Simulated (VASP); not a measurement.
Crystal: Ga3AsP2.

```
Ga P As
1.0
     3.96195   -0.03408   -0.00245
    -2.01049    3.46118    0.01711
    -0.01213    0.09071   19.82240
Ga P As
6 4 2
Direct
  0.32493 0.66424 0.32580
  0.33947 0.67568 0.66618
  0.32724 0.64798 0.00162
  0.68448 0.33362 0.16833
  0.68423 0.34940 0.50138
  0.66031 0.34132 0.83240
  0.32074 0.63789 0.12171
  0.32025 0.66889 0.79223
  0.66217 0.32962 0.28726
  0.69148 0.35505 0.62813
  0.32916 0.66163 0.45862
  0.65554 0.33468 0.96433
```

- Program: VASP 6.6.1
- Task: relaxation of cell and atoms
- Functional: PBE
- Potentials or basis: VASP PAW PBE potentials, release 64 (Ga_d, P, As)
- Cutoff: 600 eV
- k mesh: 6 × 6 × 1
- Occupations: gaussian, width 0.1 eV
- Spin: no spin polarisation

At the start: pressure -1.6 GPa; volume 22.54 Å³/atom.

Q: Where does the relaxation end?

A: Over 20 steps the energy falls by 39.9 meV/atom and the volume is 21.79 Å³/atom (-3.3 %); space group P1 (No. 1, to 0.1 Å) before, P6_3mc (No. 186, to 0.1 Å).

The path:
```tsv
step	energy change (eV)	largest force (eV/Å)	pressure (GPa)	volume (Å³)
1	0.0000	1.5729	-1.60	270.46
2	-0.4173	0.5503	0.02	261.67
3	-0.4180	0.5206	0.12	261.30
4	-0.4568	0.2219	0.07	261.21
5	-0.4584	0.2326	0.08	261.19
6	-0.4660	0.1275	-0.04	261.61
7	-0.4672	0.1169	-0.13	261.86
8	-0.4706	0.1047	0.08	261.26
9	-0.4714	0.1010	0.16	260.95
10	-0.4744	0.0761	-0.06	261.60
11	-0.4751	0.0737	-0.18	262.05
12	-0.4770	0.0443	0.00	261.55
13	-0.4774	0.0441	0.05	261.35
14	-0.4772	0.0657	0.16	260.93
15	-0.4774	0.0466	0.01	261.24
16	-0.4774	0.0534	0.10	261.09
17	-0.4774	0.0486	0.04	261.19
18	-0.4782	0.0396	0.02	261.29
19	-0.4782	0.0399	0.03	261.32
20	-0.4785	0.0238	-0.04	261.53
```

Final structure:
```xyz
12
Lattice="3.9390 0.0001 -0.0001 -1.9699 3.4100 0.0001 -0.0013 -0.0001 19.4704" Properties=species:S:1:pos:R:3 pbc="T T T"
Ga   -0.0014    2.2644    6.4286
Ga    0.0050    2.3028   12.9775
Ga   -0.0089    2.2524    0.0668
Ga    1.9818    1.1080    3.2483
Ga    1.9786    1.1540    9.8044
Ga    1.9485    1.1485   16.1541
P     0.0114    2.2446    2.4603
P    -0.0195    2.2866   15.3746
P     1.9690    1.1258    5.6475
P     1.9763    1.1667   12.1938
As    0.0091    2.2881    8.9158
As    1.9578    1.1182   18.6437
```
